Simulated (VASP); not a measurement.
# RuS2 (Pa-3) in VASP: electric field gradients with PBE

Aim: the electric field gradients of RuS2 with PBE.

Everything below comes from runs of VASP 6.6.1. Logs are shortened: lines on timing, memory, paths and dates and some standing lists are left out, and cuts for length are marked.

## 1. The cell of the first run

Symmetry: Pa-3, No. 205, cubic system. Conventional cell: a = 5.631 Å, b = 5.631 Å, c = 5.631 Å, α = 90.00°, β = 90.00°, γ = 90.00°. Within 3.1 Å of Ru (site symmetry -3) lie 6 S at 2.36 Å. S (site symmetry 3) has 1 S at 2.18 Å and 3 Ru at 2.36 Å within 2.9 Å.

## 2. Electric field gradients, PBE, collinear spin, ferromagnetic start

Contents of INCAR:

```
SYSTEM = RuS2
PREC = Accurate ; ENCUT = 420
EDIFF = 1E-8 ; ISMEAR = -1
SIGMA = 0.02 ; LREAL = .FALSE.
LASPH = .TRUE. ; NELM = 200
ALGO = Normal ; ISIF = 2
LWAVE = .FALSE. ; LCHARG = .FALSE.
ISPIN = 2 ; MAGMOM = 2 2 2 2 0 0 0 0 0 0 0 0
LORBIT = 11 ; LMAXMIX = 4
GGA = PE ; LEFG = .TRUE.
NBANDS = 72 ; GGA_COMPAT = .FALSE.
```

Contents of KPOINTS:

```
regular mesh
0
G
  5 5 5
  0 0 0
```

Contents of POSCAR:

```
RuS2
1.0
    5.6306097200      0.0000000000      0.0000000000
    0.0000000000      5.6306097200      0.0000000000
    0.0000000000      0.0000000000      5.6306097200
Ru S
4 8
Direct
    0.0000000000      0.5000000000      0.5000000000
    0.5000000000      0.5000000000      0.0000000000
    0.5000000000      0.0000000000      0.5000000000
    0.0000000000      0.0000000000      0.0000000000
    0.3882041700      0.1117958300      0.8882041700
    0.1117958300      0.8882041700      0.3882041700
    0.8882041700      0.3882041700      0.1117958300
    0.6117958300      0.6117958300      0.6117958300
    0.3882041700      0.3882041700      0.3882041700
    0.1117958300      0.6117958300      0.8882041700
    0.8882041700      0.1117958300      0.6117958300
    0.6117958300      0.8882041700      0.1117958300
```

Potentials or basis: VASP PAW PBE potentials, release 64 (Ru_sv, S).

Command:

```bash
cat potpaw_PBE.64/Ru_sv/POTCAR potpaw_PBE.64/S/POTCAR > POTCAR
mpirun -np 1 vasp_std > vasp.out
```

OUTCAR:

```text
SYSTEM = RuS2
   PREC = Accurate
   ENCUT = 420
   EDIFF = 1E-8
   ISMEAR = -1
   LREAL = .FALSE.
   LASPH = .TRUE.
   NELM = 200
   ISIF = 2
   ISPIN = 2
   LORBIT = 11
   GGA = PE

 ion  position               nearest neighbor table
   1  0.000  0.500  0.500-   6 2.36   7 2.36   8 2.36   9 2.36  10 2.36  11 2.36
   2  0.500  0.500  0.000-   5 2.36   7 2.36   8 2.36   9 2.36  10 2.36  12 2.36
   3  0.500  0.000  0.500-   5 2.36   6 2.36   8 2.36   9 2.36  11 2.36  12 2.36
   4  0.000  0.000  0.000-   5 2.36   6 2.36   7 2.36  10 2.36  11 2.36  12 2.36
   5  0.388  0.112  0.888-  12 2.18   3 2.36   4 2.36   2 2.36
   6  0.112  0.888  0.388-  11 2.18   3 2.36   4 2.36   1 2.36
   7  0.888  0.388  0.112-  10 2.18   2 2.36   4 2.36   1 2.36
   8  0.612  0.612  0.612-   9 2.18   2 2.36   3 2.36   1 2.36
   9  0.388  0.388  0.388-   8 2.18   2 2.36   3 2.36   1 2.36
  10  0.112  0.612  0.888-   7 2.18   2 2.36   4 2.36   1 2.36
  11  0.888  0.112  0.612-   6 2.18   3 2.36   4 2.36   1 2.36
  12  0.612  0.888  0.112-   5 2.18   3 2.36   4 2.36   2 2.36

  LATTYP: Found a simple cubic cell.
 ALAT       =     5.6306097200

  Lattice vectors:

 A1 = (   5.6306097200,   0.0000000000,   0.0000000000)
 A2 = (   0.0000000000,   5.6306097200,   0.0000000000)
 A3 = (   0.0000000000,   0.0000000000,   5.6306097200)

Analysis of symmetry for initial positions (statically):
=====================================================================
 Subroutine PRICEL returns:
 Original cell was already a primitive cell.

 Routine SETGRP: Setting up the symmetry group for a
 simple cubic supercell.

 Subroutine GETGRP returns: Found 24 space group operations
 (whereof  6 operations were pure point group operations)
 out of a pool of 48 trial point group operations.

The static configuration has the point symmetry S_6 .
 The point group associated with its full space group is T_h .

Analysis of symmetry for dynamics (positions and initial velocities):
=====================================================================
 Subroutine PRICEL returns:
 Original cell was already a primitive cell.

 Routine SETGRP: Setting up the symmetry group for a
 simple cubic supercell.

 Subroutine GETGRP returns: Found 24 space group operations
 (whereof  6 operations were pure point group operations)
 out of a pool of 48 trial point group operations.

The dynamic configuration has the point symmetry S_6 .
 The point group associated with its full space group is T_h .

Analysis of structural, dynamic, and magnetic symmetry:
[... 1780 lines left out ...]
  ---------------------------------------------------
  free  energy   TOTEN  =       -76.8063550259 eV

  energy  without entropy=      -76.8063550255  energy(sigma->0) =      -76.80635503

 Electric field gradients (V/A^2)
---------------------------------------------------------------------
 ion       V_xx      V_yy      V_zz      V_xy      V_xz      V_yz
---------------------------------------------------------------------
   1      -0.000    -0.000     0.000    16.181   -16.181    16.181
   2      -0.000    -0.000     0.000    16.181    16.181   -16.181
   3      -0.000     0.000     0.000   -16.181    16.181    16.181
   4      -0.000    -0.000     0.000   -16.181   -16.181   -16.181
   5       0.000    -0.000     0.000   -72.289    72.289   -72.289
   6       0.000    -0.000    -0.000   -72.289   -72.289    72.289
   7       0.000    -0.000     0.000    72.289   -72.289   -72.289
   8       0.000    -0.000    -0.000    72.289    72.289    72.289
   9       0.000    -0.000    -0.000    72.289    72.289    72.289
  10      -0.000    -0.000     0.000    72.289   -72.289   -72.289
  11       0.000    -0.000    -0.000   -72.289   -72.289    72.289
  12      -0.000    -0.000     0.000   -72.289    72.289   -72.289
---------------------------------------------------------------------

 Electric field gradients after diagonalization (V/A^2)
 (convention: |V_zz| > |V_xx| > |V_yy|)
----------------------------------------------------------------------
 ion       V_xx      V_yy      V_zz     asymmetry (V_yy - V_xx)/ V_zz
----------------------------------------------------------------------
   1      16.181    16.181   -32.361       0.000
   2      16.181    16.181   -32.361       0.000
   3      16.181    16.181   -32.361       0.000
   4      16.181    16.181   -32.361       0.000
   5     -72.289   -72.289   144.579       0.000
   6     -72.289   -72.289   144.579       0.000
   7     -72.289   -72.289   144.579       0.000
   8     -72.289   -72.289   144.579       0.000
   9     -72.289   -72.289   144.579       0.000
  10     -72.289   -72.289   144.579       0.000
  11     -72.289   -72.289   144.579       0.000
  12     -72.289   -72.289   144.579       0.000
----------------------------------------------------------------------

           NMR quadrupolar parameters

 Cq : quadrupolar parameter    Cq=e*Q*V_zz/h
 eta: asymmetry parameters     (V_yy - V_xx)/ V_zz
 Q  : nuclear electric quadrupole moment in mb (millibarn)
----------------------------------------------------------------------
 ion       Cq(MHz)       eta       Q (mb)
----------------------------------------------------------------------
   1      -0.078       0.000       1.000
   2      -0.078       0.000       1.000
   3      -0.078       0.000       1.000
   4      -0.078       0.000       1.000
   5       0.350       0.000       1.000
   6       0.350       0.000       1.000
   7       0.350       0.000       1.000
   8       0.350       0.000       1.000
   9       0.350       0.000       1.000
  10       0.350       0.000       1.000
  11       0.350       0.000       1.000
  12       0.350       0.000       1.000
----------------------------------------------------------------------

 total charge

# of ion       s       p       d       tot
------------------------------------------
    1        2.169   6.101   5.422  13.691
    2        2.169   6.101   5.422  13.691
    3        2.169   6.101   5.422  13.691
    4        2.169   6.101   5.422  13.691
    5        1.342   2.295   0.000   3.637
    6        1.342   2.295   0.000   3.637
    7        1.342   2.295   0.000   3.637
    8        1.342   2.295   0.000   3.637
    9        1.342   2.295   0.000   3.637
   10        1.342   2.295   0.000   3.637
   11        1.342   2.295   0.000   3.637
   12        1.342   2.295   0.000   3.637
--------------------------------------------------
tot         19.415  42.759  21.687  83.861

 magnetization (x)

# of ion       s       p       d       tot
------------------------------------------
    1       -0.000  -0.000  -0.000  -0.000
    2       -0.000  -0.000  -0.000  -0.000
    3       -0.000  -0.000  -0.000  -0.000
    4       -0.000  -0.000  -0.000  -0.000
    5       -0.000   0.000   0.000   0.000
    6       -0.000   0.000   0.000   0.000
    7       -0.000   0.000   0.000   0.000
    8       -0.000   0.000   0.000   0.000
    9       -0.000   0.000   0.000   0.000
   10       -0.000   0.000   0.000   0.000
   11       -0.000   0.000   0.000   0.000
   12       -0.000   0.000   0.000   0.000
--------------------------------------------------
tot         -0.000   0.000  -0.000  -0.000
```

OSZICAR:

```text
N       E                     dE             d eps       ncg     rms          rms(c)
DAV:   1     0.110893703588E+04    0.11089E+04   -0.56684E+04  3528   0.134E+03
DAV:   2    -0.697226313336E+01   -0.11159E+04   -0.10730E+04  3712   0.416E+02
DAV:   3    -0.747109509326E+02   -0.67739E+02   -0.65419E+02  3872   0.104E+02
DAV:   4    -0.764045923369E+02   -0.16936E+01   -0.16814E+01  3760   0.168E+01
DAV:   5    -0.764509506658E+02   -0.46358E-01   -0.46325E-01  3880   0.259E+00    0.482E+01
DAV:   6    -0.773927053066E+02   -0.94175E+00   -0.13927E+01  3728   0.167E+01    0.199E+01
DAV:   7    -0.770591048345E+02    0.33360E+00   -0.56667E+00  3632   0.119E+01    0.165E+01
DAV:   8    -0.767918564504E+02    0.26725E+00   -0.73575E-01  3544   0.433E+00    0.470E+00
DAV:   9    -0.768058772581E+02   -0.14021E-01   -0.20943E-01  3744   0.189E+00    0.933E-01
DAV:  10    -0.768058909397E+02   -0.13682E-04   -0.13273E-02  3592   0.570E-01    0.302E-01
DAV:  11    -0.768061804239E+02   -0.28948E-03   -0.99659E-04  3952   0.123E-01    0.123E-01
DAV:  12    -0.768063285780E+02   -0.14815E-03   -0.13935E-04  3584   0.472E-02    0.484E-02
DAV:  13    -0.768063507112E+02   -0.22133E-04   -0.25477E-05  3688   0.208E-02    0.217E-02
DAV:  14    -0.768063542635E+02   -0.35523E-05   -0.35139E-06  3664   0.796E-03    0.105E-02
DAV:  15    -0.768063550087E+02   -0.74521E-06   -0.13026E-06  3544   0.510E-03    0.391E-03
DAV:  16    -0.768063550223E+02   -0.13546E-07   -0.18331E-07  3480   0.178E-03    0.110E-03
DAV:  17    -0.768063550259E+02   -0.36180E-08   -0.16799E-08  2272   0.628E-04
   1 F= -.76806355E+02 E0= -.76806355E+02  d E =-.400043E-09  mag=    -0.0000
```

It took 3.9 min on 1 thread of Intel Xeon Platinum 8488C (Sapphire Rapids), shared host; peak memory 0.36 GiB.

What came out:

| Item | Value |
| --- | --- |
| Free energy | -76.8064 eV |
| Pressure | 0.9 GPa |
| Largest force | 0.193 eV/Å |
| Band gap on the k mesh | 0.74 eV (least direct gap 0.95 eV) |
| Net moment | 0.00 μB per cell |
| Largest electric field gradient by atom | Ru -32.4; S +144.6 V/Å² |
| Valence electrons inside the program's atomic spheres | Ru 13.69; S 3.64 |

Forces in eV/Å, atoms in the order of the input:
```
Ru   0.000  0.000  0.000
Ru   0.000  0.000  0.000
Ru   0.000  0.000  0.000
Ru   0.000  0.000  0.000
S   -0.112  0.112 -0.112
S    0.112 -0.112 -0.112
S   -0.112 -0.112  0.112
S    0.112  0.112  0.112
S   -0.112 -0.112 -0.112
S    0.112  0.112 -0.112
S   -0.112  0.112  0.112
S    0.112 -0.112  0.112
```

Electric field gradients, principal values (V/Å²):
```
atom    least   middle  greatest (by size)
1 Ru   16.181   16.181             -32.361
2 Ru   16.181   16.181             -32.361
3 Ru   16.181   16.181             -32.361
4 Ru   16.181   16.181             -32.361
 5 S  -72.289  -72.289             144.579
 6 S  -72.289  -72.289             144.579
 7 S  -72.289  -72.289             144.579
 8 S  -72.289  -72.289             144.579
 9 S  -72.289  -72.289             144.579
10 S  -72.289  -72.289             144.579
11 S  -72.289  -72.289             144.579
12 S  -72.289  -72.289             144.579
```

Caveat: without QUAD_EFG the Cq values of the log hold for a quadrupole moment of 1 mb, not for the nuclei; an odd mesh through Γ misses points on the zone boundary, where band edges can lie.
